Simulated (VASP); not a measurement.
# PbS in VASP: electric field gradients with PBE

Aim: the electric field gradients of PbS with PBE.

Program: VASP 6.6.1. These are calculated values, not measurements. Logs are shortened: lines on timing, memory, paths and dates and some standing lists are left out, and cuts for length are marked.

### 1 The cell of the first run

The cell holds a slab with vacuum, 4 atoms: a = 4.068 Å, b = 4.193 Å, c = 11.729 Å, α = 91.40°, β = 93.69°, γ = 89.21°.

### 2 Electric field gradients, PBE (equal xy, yz and zx shear strains of +3 %)

Contents of INCAR:

```
  PREC = Accurate
  ENCUT = 520
  EDIFF = 1E-8
  ISMEAR = -1
  SIGMA = 0.01
  LREAL = F
  LASPH = T
  NELM = 80
  ALGO = Normal
  ISIF = 2
  LWAVE = F
  LCHARG = F
  GGA = PE
  LEFG = T
  NBANDS = 28
```

Contents of KPOINTS:

```
regular mesh
0
Gamma
  7 7 3
```

Contents of POSCAR:

```
PbS
1.0
    2.8970000000     -2.8558925000      0.0006075000
    2.9840000000      2.9441075000      0.0876075000
   -0.9044106500      0.1594386000     11.6930892500
Pb S
2 2
Direct
    0.7756000000      0.7756000000      0.6363800000
    0.2244000000      0.2244000000      0.3636200000
    0.2684000000      0.2684000000      0.5986000000
    0.7316000000      0.7316000000      0.4014000000
```

Potentials or basis: VASP PAW PBE potentials, release 64 (Pb_d, S).

Command:

```sh
cat potpaw_PBE.64/Pb_d/POTCAR potpaw_PBE.64/S/POTCAR > POTCAR
mpirun -np 1 vasp_std > vasp.out
```

OUTCAR:

```text
PREC = Accurate
   ENCUT = 520
   EDIFF = 1E-8
   ISMEAR = -1
   LREAL = F
   LASPH = T
   NELM = 80
   ISIF = 2
   GGA = PE

 ion  position               nearest neighbor table
   1  0.776  0.776  0.636-   4 2.75   3 2.92   3 2.95   3 2.96   3 2.99
   2  0.224  0.224  0.364-   3 2.75   4 2.92   4 2.95   4 2.96   4 2.99
   3  0.268  0.268  0.599-   2 2.75   1 2.92   1 2.95   1 2.96   1 2.99
   4  0.732  0.732  0.401-   1 2.75   2 2.92   2 2.95   2 2.96   2 2.99

  LATTYP: Found a triclinic cell.
 ALAT       =     4.0680131933
 B/A-ratio  =     1.4260781806
 C/A-ratio  =     3.3046139237
 COS(alpha) =     0.0106732872
 COS(beta)  =     0.3630411367
 COS(gamma) =     0.6911963337

  Lattice vectors:

 A1 = (   2.8970000000,  -2.8558925000,   0.0006075000)
 A2 = (  -0.0870000000,  -5.8000000000,  -0.0870000000)
 A3 = (   6.7854106500,  -0.0712236000, -11.6048742500)

Analysis of symmetry for initial positions (statically):
=====================================================================
 Subroutine PRICEL returns:
 Original cell was already a primitive cell.

 Routine SETGRP: Setting up the symmetry group for a
 triclinic supercell.

 Subroutine GETGRP returns: Found  2 space group operations
 (whereof  2 operations were pure point group operations)
 out of a pool of  2 trial point group operations.

The static configuration has the point symmetry S_2 .

Analysis of symmetry for dynamics (positions and initial velocities):
=====================================================================
 Subroutine PRICEL returns:
 Original cell was already a primitive cell.

 Routine SETGRP: Setting up the symmetry group for a
 triclinic supercell.

 Subroutine GETGRP returns: Found  2 space group operations
 (whereof  2 operations were pure point group operations)
 out of a pool of  2 trial point group operations.

The dynamic configuration has the point symmetry S_2 .

 Subroutine INISYM returns: Found  2 space group operations
 (whereof  2 operations are pure point group operations),
 and found     1 'primitive' translations

----------------------------------------------------------------------------------------

                                     Primitive cell

  volume of cell :     199.5673

  direct lattice vectors                    reciprocal lattice vectors
     2.897000000 -2.855892500  0.000607500     0.172431758 -0.175236163  0.015726257
     2.984000000  2.944107500  0.087607500     0.167333523  0.169744370  0.010628023
    -0.904410650  0.159438600 11.693089250    -0.001262662 -0.001262662  0.085440154

  length of vectors
     4.068013193  4.192815289 11.729096960     0.246348816  0.238592988  0.085458812

  position of ions in fractional coordinates (direct lattice)
     0.775600000  0.775600000  0.636380000
     0.224400000  0.224400000  0.363620000
     0.268400000  0.268400000  0.598600000
     0.731600000  0.731600000  0.401400000

  ion indices of the primitive-cell ions
   primitive index   ion index
                 1           1
                 2           2
                 3           3
                 4           4

----------------------------------------------------------------------------------------

 KPOINTS: regular mesh

Automatic generation of k-mesh.
 Grid dimensions read from file:
 generate k-points for:    7    7    3

 Generating k-lattice:

  Cartesian coordinates                     Fractional coordinates (reciprocal lattice)
     0.024633108 -0.025033738  0.002246608     0.142857143 -0.000000000  0.000000000
     0.023904789  0.024249196  0.001518289    -0.000000000  0.142857143  0.000000000
    -0.000420887 -0.000420887  0.028480051    -0.000000000 -0.000000000  0.333333333

  Length of vectors
     0.035192688  0.034084713  0.028486271

  Shift w.r.t. Gamma in fractional coordinates (k-lattice)
     0.000000000  0.000000000  0.000000000

 Subroutine IBZKPT returns following result:
 ===========================================

 Found     74 irreducible k-points:

 Following reciprocal coordinates:
            Coordinates               Weight
  0.000000  0.000000  0.000000      1.000000
  0.142857  0.000000  0.000000      2.000000
  0.285714 -0.000000  0.000000      2.000000
  0.428571  0.000000  0.000000      2.000000
 -0.000000  0.142857 -0.000000      2.000000
  0.142857  0.142857  0.000000      2.000000
[... 16 lines left out ...]
 -0.428571  0.428571 -0.000000      2.000000
 -0.285714  0.428571 -0.000000      2.000000
 [... further k-points ...]
   k-points           NKPTS =     74   k-points in BZ     NKDIM =     74   number of bands    NBANDS=     28
   number of dos      NEDOS =    301   number of ions     NIONS =      4
   total plane-waves  NPLWV =  86400
   dimension x,y,z NGX =    30 NGY =   32 NGZ =   90
   dimension x,y,z NGXF=    60 NGYF=   64 NGZF=  180
   ions per type =               2   2
   NGX,Y,Z   is equivalent  to a cutoff of  12.26, 12.69, 12.76 a.u.
   NGXF,Y,Z  is equivalent  to a cutoff of  24.52, 25.38, 25.51 a.u.
 SYSTEM =  unknown system
   PREC   = accura    normal or accurate (medium, high low for compatibility)
   ISTART =      0    job   : 0-new  1-cont  2-samecut
   ICHARG =      2    charge: 1-file 2-atom 10-const
   ISPIN  =      1    spin polarized calculation?
   LNONCOLLINEAR =      F non collinear calculations
   LSORBIT =      F    spin-orbit coupling
   LASPH  =      T    aspherical Exc in radial PAW
   ENCUT  =  520.0 eV  38.22 Ry    6.18 a.u.   7.56  7.80 21.81*2*pi/ulx,y,z
   NELM   =     80;   NELMIN=  2; NELMDL= -5     # of ELM steps
   EDIFF  = 0.1E-07   stopping-criterion for ELM
   LREAL  =      F    real-space projection
   EDIFFG = 0.1E-06   stopping-criterion for IOM
   NSW    =      0    number of steps for IOM
   IBRION =     -1    ionic relax: 0-MD 1-quasi-New 2-CG
   NFREE  =      0    steps in history (QN), initial steepest desc. (CG)
   ISIF   =      2    stress and relaxation
   ISYM   =      2    0-nonsym 1-usesym 2-fastsym
   POTIM  = 0.5000    time-step for ionic-motion
   TEBEG  =    0.0;   TEEND  =   0.0 temperature during run
   PSTRESS=    0.0 pullay stress
   NELECT =      40.0000    total number of electrons
   NUPDOWN=      -1.0000    fix difference up-down
   EMIN   =  10.00;   EMAX   =-10.00  energy-range for DOS
   EFERMI =   0.00;   METHOD = LEGACY
   ISMEAR =    -1;   SIGMA  =   0.01  broadening in eV -4-tet -1-fermi 0-gaus
   EFERMI_NEDOS =   21; number of points for ismear=-14 and -15
   IALGO  =     38    algorithm
   IMIX   =      4    mixing-type and parameters
     AMIX     =   0.40;   BMIX     =  1.00
     AMIX_MAG =   1.60;   BMIX_MAG =  1.00
  volume/ion in A,a.u.               =      49.89       336.69
  Fermi-wavevector in a.u.,A,eV,Ry     =   0.958072  1.810494 12.488826  0.917903
  Thomas-Fermi vector in A             =   2.087147
   LORBIT       =      0    0 simple, 1 ext, 2 COOP (PROOUT), +10 PAW based schemes
   GGA     = PE    functional components
[... 5 lines left out ...]
 non-spin polarized calculation
  energy-cutoff  :      520.00
  volume of cell :      199.57
 maximum number of plane-waves:      5405
 NGX is ok and might be reduce to    30
   NGX = 15   NGY = 15   NGZ = 43

 number of electron      40.0000002 magnetization

 Free energy of the ion-electron system (eV)
  ---------------------------------------------------
  ext. energy  EPLUGINS =         0.00000000
  ---------------------------------------------------
  free energy    TOTEN  =       -17.16999053 eV

  energy without entropy =      -17.16999053  energy(sigma->0) =      -17.16999053

 E-fermi :   1.0208     XC(G=0):  -5.9173

 val. band max:        0.7381149302   @ k =  -0.0000   0.4286   0.3333
 cond. band min:       1.9838218884   @ k =   0.0000   0.0000   0.3333
 fundamental gap:      1.2457069582
 Fermi energy:         1.0207905097

 k-point     1 :       0.0000    0.0000    0.0000
  band No.  band energies     occupation
      1     -15.6246      2.00000
      2     -15.5466      2.00000
      3     -15.5442      2.00000
      4     -15.5277      2.00000
      5     -15.5061      2.00000
      6     -15.4979      2.00000
[... 20 lines left out ...]
     27       7.0031      0.00000
     28       7.2476      0.00000

 k-point     2 :       0.1429    0.0000    0.0000
  band No.  band energies     occupation
      1     -15.6131      2.00000
      2     -15.5370      2.00000
      3     -15.5360      2.00000
      4     -15.5262      2.00000
      5     -15.5081      2.00000
      6     -15.5001      2.00000
[... 20 lines left out ...]
     27       6.5372      0.00000
     28       6.9688      0.00000

 k-point     3 :       0.2857   -0.0000    0.0000
  band No.  band energies     occupation
      1     -15.5884      2.00000
      2     -15.5354      2.00000
      3     -15.5209      2.00000
      4     -15.5122      2.00000
      5     -15.5115      2.00000
      6     -15.5095      2.00000
[... 20 lines left out ...]
     27       6.1222      0.00000
     28       7.3712      0.00000

 k-point     4 :       0.4286    0.0000    0.0000
  band No.  band energies     occupation
      1     -15.5649      2.00000
      2     -15.5470      2.00000
      3     -15.5247      2.00000
      4     -15.5221      2.00000
      5     -15.5157      2.00000
      6     -15.5115      2.00000
[... 578 lines left out ...]
     27       7.4414      0.00000
     28       7.9421      0.00000

 k-point    23 :      -0.4286    0.4286   -0.0000
  band No.  band energies     occupation
      1     -15.6246      2.00000
      2     -15.6201      2.00000
      3     -15.5258      2.00000
      4     -15.5204      2.00000
      5     -15.5043      2.00000
      6     -15.5028      2.00000
[... 20 lines left out ...]
     27       7.5136      0.00000
     28       8.0452      0.00000

 k-point    24 :      -0.2857    0.4286   -0.0000
  band No.  band energies     occupation
      1     -15.6010      2.00000
      2     -15.5884      2.00000
      3     -15.5220      2.00000
      4     -15.5198      2.00000
      5     -15.5114      2.00000
      6     -15.5058      2.00000
[... 20 lines left out ...]
     27       6.6483      0.00000
     28       7.5420      0.00000

 [... further k-points ...]

------------------------ aborting loop because EDIFF is reached ----------------------------------------

  FORCE on cell =-STRESS in cart. coord.  units (eV):
  Direction    XX          YY          ZZ          XY          YZ          ZX
  --------------------------------------------------------------------------------------
  -------------------------------------------------------------------------------------
  Total        0.6333920      1.7414833     -1.5063429     -0.4422685     -0.2127351     -0.2279571
  in kB        5.0850323     13.9810718    -12.0933048     -3.5506441     -1.7078917     -1.8300977
  external PRESSURE =       2.3242664 kB  Pullay stress =       0.0000000 kB

 VOLUME and BASIS-vectors are now :
 -----------------------------------------------------------------------------
  energy-cutoff  :      520.00
  volume of cell :      199.57
      direct lattice vectors                 reciprocal lattice vectors
     2.897000000 -2.855892500  0.000607500     0.172431758 -0.175236163  0.015726257
     2.984000000  2.944107500  0.087607500     0.167333523  0.169744370  0.010628023
    -0.904410650  0.159438600 11.693089250    -0.001262662 -0.001262662  0.085440154

 POSITION                                       TOTAL-FORCE (eV/Angst)
 -----------------------------------------------------------------------------------
      3.98575      0.16988      7.50967        -0.006982     -0.009565     -0.407562
      0.99083      0.07777      4.27164         0.006982      0.009565      0.407562
      1.03708      0.11912      7.02316        -0.091067     -0.087648     -0.066095
      3.93951      0.12854      4.75814         0.091067      0.087648      0.066095
 -----------------------------------------------------------------------------------
    total drift:                               -0.000000     -0.000000      0.000000

  FREE ENERGIE OF THE ION-ELECTRON SYSTEM (eV)
  ---------------------------------------------------
  free  energy   TOTEN  =       -17.1699905253 eV

  energy  without entropy=      -17.1699905253  energy(sigma->0) =      -17.16999053

 Electric field gradients (V/A^2)
---------------------------------------------------------------------
 ion       V_xx      V_yy      V_zz      V_xy      V_xz      V_yz
---------------------------------------------------------------------
   1      94.469    37.648  -132.117    -3.132     5.038     5.798
   2      94.469    37.648  -132.117    -3.132     5.038     5.798
   3       0.379    -1.459     1.081     5.644     4.958     4.828
   4       0.379    -1.459     1.081     5.644     4.958     4.828
---------------------------------------------------------------------

 Electric field gradients after diagonalization (V/A^2)
 (convention: |V_zz| > |V_xx| > |V_yy|)
----------------------------------------------------------------------
 ion       V_xx      V_yy      V_zz     asymmetry (V_yy - V_xx)/ V_zz
----------------------------------------------------------------------
   1      94.740    37.692  -132.431       0.431
   2      94.740    37.692  -132.431       0.431
   3      -6.325    -4.011    10.336       0.224
   4      -6.325    -4.011    10.336       0.224
----------------------------------------------------------------------

           NMR quadrupolar parameters

 Cq : quadrupolar parameter    Cq=e*Q*V_zz/h
 eta: asymmetry parameters     (V_yy - V_xx)/ V_zz
 Q  : nuclear electric quadrupole moment in mb (millibarn)
----------------------------------------------------------------------
 ion       Cq(MHz)       eta       Q (mb)
----------------------------------------------------------------------
   1      -0.320       0.431       1.000
   2      -0.320       0.431       1.000
   3       0.025       0.224       1.000
   4       0.025       0.224       1.000
----------------------------------------------------------------------
```

Wall time 13 min (1 thread of Intel Xeon 8259CL, shared host); peak memory 0.51 GiB.

What came out:

- Free energy: -17.1700 eV
- Largest force: 0.408 eV/Å
- Band gap on the k mesh: 1.25 eV (least direct gap 1.26 eV)
- Largest electric field gradient by atom: Pb -132.4; S +10.3 V/Å²

Forces on the atoms (eV/Å):
```
Pb  -0.007 -0.010 -0.408
Pb   0.007  0.010  0.408
S   -0.091 -0.088 -0.066
S    0.091  0.088  0.066
```

Levels at points of the mesh, in eV from the valence-band top:
| k point | band 16 | band 17 | band 18 | band 19 | band 20 | band 21 | band 22 | band 23 | band 24 | band 25 |
| --- | --- | --- | --- | --- | --- | --- | --- | --- | --- | --- |
| (0.00, 0.00, 0.00) | -2.66 | -2.34 | -1.55 | -1.26 | -0.02 | 1.35 | 2.97 | 4.96 | 5.20 | 5.38 |

Electric field gradients, principal values (V/Å²):
| atom | least | middle | greatest (by size) |
| --- | --- | --- | --- |
| 1 Pb | 37.692 | 94.740 | -132.431 |
| 2 Pb | 37.692 | 94.740 | -132.431 |
| 3 S | -4.011 | -6.325 | 10.336 |
| 4 S | -4.011 | -6.325 | 10.336 |

Caveat: the cell differs from its parent crystal (equal xy, yz and zx shear strains of +3 %); there is no dipole correction, which matters where the two faces differ; without QUAD_EFG the Cq values of the log hold for a quadrupole moment of 1 mb, not for the nuclei; spin-orbit coupling is left out, which moves the levels of the heavy elements.
